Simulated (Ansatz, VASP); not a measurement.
**Two plane-wave programs on MnCo2N2**

Contents of INCAR:

```
SYSTEM = MnCo2N2
ALGO     = Normal         ! electronic algorithm
EDIFF    = 1E-6           ! SCF threshold, eV
ENCUT    = 520            ! plane-wave cutoff, eV
GGA      = PE             ! functional
ISIF     = 2              ! what is computed and relaxed
ISMEAR   = -1             ! smearing method
ISPIN    = 2              ! spin polarisation
LASPH    = .TRUE.         ! aspherical terms in the spheres
LCHARG   = .FALSE.        ! write CHGCAR
LMAXMIX  = 4              ! l up to which the mixer works
LORBIT   = 11             ! projections on sites
LREAL    = .FALSE.        ! projectors in reciprocal space
LWAVE    = .FALSE.        ! write WAVECAR
MAGMOM   = 3.5 3.5 5.5 0 0 ! initial moments
NBANDS   = 32             ! bands
NELM     = 150            ! most SCF steps
PREC     = Accurate       ! precision mode
SIGMA    = 0.05           ! smearing width, eV
```

File KPOINTS:

```
k-points
0
G
  11 11 4
  0 0 0
```

File POSCAR:

```
MnCo2N2
1.0
    2.8779217701      0.0000000000      0.0000000000
   -1.4389608851      2.4923533630      0.0000000000
    0.0000000000      0.0000000000      6.4526060264
Co Mn N
2 1 2
Direct
    0.3333333333      0.6666666667      0.8356380000
    0.6666666667      0.3333333333      0.1643620000
    0.0000000000      0.0000000000      0.5000000000
    0.3333333333      0.6666666667      0.3046360000
    0.6666666667      0.3333333333      0.6953640000
```

The input input.yaml:

```yaml
crystal:
  lattice:
    - [2.8779217701, 0.0, 0.0]
    - [-1.4389608851, 2.492353363, 0.0]
    - [0.0, 0.0, 6.4526060264]
  atoms:
    - { symbol: Co, position: [0.3333333333, 0.6666666667, 0.835638], spin: 3.5 }
    - { symbol: Co, position: [0.6666666667, 0.3333333333, 0.164362], spin: 3.5 }
    - { symbol: Mn, position: [0.0, 0.0, 0.5], spin: 5.5 }
    - { symbol: "N", position: [0.3333333333, 0.6666666667, 0.304636] }
    - { symbol: "N", position: [0.6666666667, 0.3333333333, 0.695364] }
hamiltonian:
  xc: pbe
  pseudopotentials: { kind: paw }
magnetization:
  spin_polarized: true
kpoints:
  mp_grid: { grid: [11, 11, 4] }
scf:
  occupations: { method: fermi_dirac, width: 0.05 }
output:
  forces: true
  stress: true
  eigenvalues: true
```

Alike in both runs: task single point; functional PBE; k mesh 11 × 11 × 4; occupations fermi-dirac, width 0.05 eV; collinear spin.

|  | VASP | Ansatz |
| --- | --- | --- |
| version | VASP 6.6.1 | Ansatz 0.2.0 |
| potentials or method | VASP PAW PBE potentials, release 64 (Co, Mn_pv, N) | Ansatz PAW |
| plane-wave cutoff (eV) | 520 | 420 |
| valence electrons in the cell | 41 | 59 |

Ansatz gave:

| Quantity | Value |
| --- | --- |
| gap on the k mesh at the Fermi level (eV) | none |
| pressure (GPa) | -2.7 |
| traceless stress, the component that is largest in VASP (GPa) | 0.17 |
| rms of the force components (eV/Å) | 0.041 |
| net moment per atom (μB) | 0.73 |
| size of the moment on the site where the two differ most (μB) | 2.55 |

**Question.** Which values does VASP return?

**Answer.** gap on the k mesh at the Fermi level (eV): none; pressure (GPa): -2.4; traceless stress, the component that is largest in VASP (GPa): -0.09; rms of the force components (eV/Å): 0.036; net moment per atom (μB): 0.72; size of the moment on the site where the two differ most (μB): 2.77.

Site moments also hang on the region over which each program counts them. Atom by atom the forces differ by 0.010 eV/Å (rms over components). A gap of «none» marks a metal or a gap that the smearing closes. VASP's potentials hold 41 valence electrons a cell and Ansatz's 59, so a difference there can come from the potentials and not from the codes.
